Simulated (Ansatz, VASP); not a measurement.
**InPd: VASP beside Ansatz**

```
In Pd
1.0
     3.26676    0.00000    0.00000
     0.00000    3.26676    0.00000
     0.00000    0.00000    3.26676
In Pd
1 1
Direct
  0.00000 0.00000 0.00000
  0.50000 0.50000 0.50000
```

Alike in both runs: functional r2SCAN; k mesh 14 × 14 × 14; occupations gaussian, width 0.005 eV; no spin polarisation.

Ansatz relaxed the structure, and its values are those at the end. VASP's run is a single point on that final structure, the one shown.

|  | VASP | Ansatz |
| --- | --- | --- |
| version | VASP 6.6.1 | Ansatz 0.2.0 |
| potentials or method | VASP PAW PBE potentials, release 64 (In_d, Pd) | PAW with Ansatz's default frozen-core files, scalar-relativistic |
| plane-wave cutoff (eV) | 520 | 500 |
| valence electrons in the cell | 23 | 31 |

```tsv
	VASP	Ansatz	Ansatz less VASP
pressure (GPa)	0.6	0.0	-0.57
```

VASP's potentials were made for PBE, not for r2SCAN. With one functional, cell and mesh, what is left measures potentials, basis and numerics. VASP's potentials hold 23 valence electrons a cell and Ansatz's 31, so a difference there can come from the potentials and not from the codes.
